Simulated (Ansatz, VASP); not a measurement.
# Two plane-wave programs on Gd

```
CELL_PARAMETERS angstrom
3.48415 0.00000 0.00000
-1.74208 3.01737 0.00000
0.00000 0.00000 5.58672
ATOMIC_POSITIONS crystal
Gd 0.33333 0.66667 0.25000
Gd 0.66667 0.33333 0.75000
```

Alike in both runs: task single point; functional LDA; k mesh 11 × 11 × 6; occupations fermi-dirac, width 0.05 eV; collinear spin.

|  | VASP | Ansatz |
| --- | --- | --- |
| version | VASP 6.6.1 | Ansatz 0.2.0 |
| potentials or method | VASP PAW PBE potentials, release 64 (Gd), cutoff 520 eV | plane waves (420 eV) with PAW, scalar-relativistic |
| valence electrons in the cell | 36 | 36 |

VASP gave:

| Item | Value |
| --- | --- |
| pressure (GPa) | -0.1 |
| traceless stress, the component that is largest in VASP (GPa) | 0.07 |
| net moment per atom (μB) | 7.31 |
| size of the moment on the site where the two differ most (μB) | 6.88 |

Task: Which values does Ansatz return?

Result: Pressure (GPa): 0.0; traceless stress, the component that is largest in VASP (GPa): 0.12; net moment per atom (μB): 7.43; size of the moment on the site where the two differ most (μB): 7.22.

The net moments are unlike, so the other rows may belong to different states. VASP's potentials were made for PBE, not for LDA, and Ansatz warns of the same on its side. LDA's correlation is that of Perdew and Zunger in VASP and of Perdew and Wang (1992) in Ansatz. Site moments also hang on the region over which each program counts them.

Neither program's run includes spin-orbit coupling.
